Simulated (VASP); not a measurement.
Write the native input for VASP 6.6.1 that does the following.

| Property | Result |
| --- | --- |
| Task | relaxation of the atoms |
| Functional | PBEsol |
| Potentials or basis | VASP PAW PBE potentials, release 64 (Ge_d) |
| Cutoff | 520 eV |
| k mesh | 9 × 9 × 1 |
| Occupations | gaussian, width 0.1 eV |
| Spin | no spin polarisation |
| Dipole correction | yes |
| Atoms held fixed (from 0) | [0, 1, 2] |
| Further INCAR settings | ALGO = Fast; EDIFF = 1e-06; IBRION = 2; EDIFFG = -0.03; NSW = 90 |

The structure of Ge lies in POSCAR:

```
Ge
1.0
    4.0133694117      0.0000000000      0.0000000000
   -2.0066847059      3.4756798653      0.0000000000
    0.0000000000      0.0000000000     24.3730304061
Ge
6
Selective dynamics
Direct
    0.3333333333      0.6666666667      0.3487461287  F F F
    0.0000000000      0.0000000000      0.3823581001  F F F
    0.0000000000      0.0000000000      0.4831940143  F F F
    0.6666666667      0.3333333333      0.5168059857  T T T
    0.6666666667      0.3333333333      0.6176418999  T T T
    0.3333333333      0.6666666667      0.6512538713  T T T
```

One way to write it, as run:

INCAR

```
SYSTEM = Ge
PREC = Accurate
ENCUT = 520
EDIFF = 1E-6
ISMEAR = 0
SIGMA = 0.1
LREAL = .FALSE.
LASPH = .TRUE.
NELM = 100
ALGO = Fast
ISIF = 2
LWAVE = .FALSE.
LCHARG = .FALSE.
LDIPOL = .TRUE.
IDIPOL = 3
DIPOL = 0.5 0.5 0.500
GGA = PS
IBRION = 2
NSW = 90
EDIFFG = -0.03
KPAR = 4
```

KPOINTS

```
regular mesh
0
G
  9 9 1
  0 0 0
```

Potentials or basis: VASP PAW PBE potentials, release 64 (Ge_d).

Launch:

```console
$ cat potpaw_PBE.64/Ge_d/POTCAR > POTCAR
$ mpirun -np 4 vasp_std > vasp.out
```

Results of the run:

The energy gained by relaxing is 2.5 meV/atom. The ionic steps are 38. The band gap on the k mesh is zero (bands 42 and 43 overlap by 0.12 eV).

Run time: 62 min on 4 MPI ranks on Oxide Virtual Turin-like Processor (shared host), peak memory 0.53 GiB a rank.
